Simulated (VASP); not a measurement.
The system is HfC.

```
CELL_PARAMETERS angstrom
0.00000 2.29358 2.29358
2.29358 0.00000 2.29358
2.29358 2.29358 0.00000
ATOMIC_POSITIONS crystal
Hf 0.50000 0.50000 0.50000
C 0.00000 0.00000 0.00000
```

Base run:

- Program: VASP 6.6.1
- Functional: r2SCAN
- Potentials or basis: VASP PAW PBE potentials, release 64 (Hf_pv, C)
- Cutoff: 520 eV
- k mesh: 10 × 10 × 10
- Occupations: fermi-dirac, width 0.05 eV
- Spin: no spin polarisation

Its results: band gap on the k mesh zero (band 7 reaches 7.24 eV, above the bottom of band 8 at 5.76 eV); pressure 8.2 GPa.

Question: The run is repeated on the same cell with these changes: functional from r2SCAN to LDA; potentials or basis from VASP PAW PBE potentials, release 64 (Hf_pv, C) to VASP PAW LDA potentials, release 64 (Hf_pv, C). What comes out?

Answer: Band gap on the k mesh zero (band 7 reaches 7.22 eV, above the bottom of band 8 at 5.80 eV); pressure -1.8 GPa.

Caveats: spin-orbit coupling is left out, which moves the levels of the heavy elements; the PAW data sets were made with another functional, which shifts forces and pressure a little (some runs).
